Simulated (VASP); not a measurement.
GaP: single point with r2SCAN+D4

Crystal: GaP.

```xyz
2
Lattice="0.0000 2.7611 2.7611 2.7611 0.0000 2.7611 2.7611 2.7611 0.0000" Properties=species:S:1:pos:R:3 pbc="T T T"
Ga    0.0000    0.0000    0.0000
P     4.1417    4.1417    4.1417
```

* Program: VASP 6.6.1
* Task: single point
* Functional: r2SCAN
* Dispersion: D4
* Potentials or basis: VASP PAW PBE potentials, release 64 (Ga_d, P)
* Cutoff: 520 eV
* k mesh: 8 × 8 × 8
* Occupations: fermi-dirac, width 0.05 eV
* Spin: no spin polarisation

```json
{"Pressure": "-4.1 GPa", "Band gap on the k mesh": "1.91 eV (least direct gap 2.00 eV)", "Dispersion energy per atom": "-0.141 eV"}
```

Levels at points of the mesh, in eV from the valence-band top:
| k point | band 7 | band 8 | band 9 | band 10 | band 11 | band 12 |
| --- | --- | --- | --- | --- | --- | --- |
| (0.00, 0.00, 0.00) | 0.00 | 0.00 | 0.00 | 2.00 | 4.20 | 4.20 |
| (0.50, 0.00, 0.00) | -6.62 | -1.11 | -1.11 | 1.91 | 5.07 | 5.07 |
| (0.50, 0.50, 0.00) | -6.77 | -2.66 | -2.66 | 1.99 | 2.13 | 11.04 |

It took 3.1 min on 1 thread of AMD EPYC 7R13, with other jobs on the host, peak memory 0.15 GiB.

Caveat: the cell stands under tension; the PAW data sets were made with another functional, which shifts forces and pressure a little. r2SCAN opens gaps a little over a GGA but as a rule still falls short of measured ones.
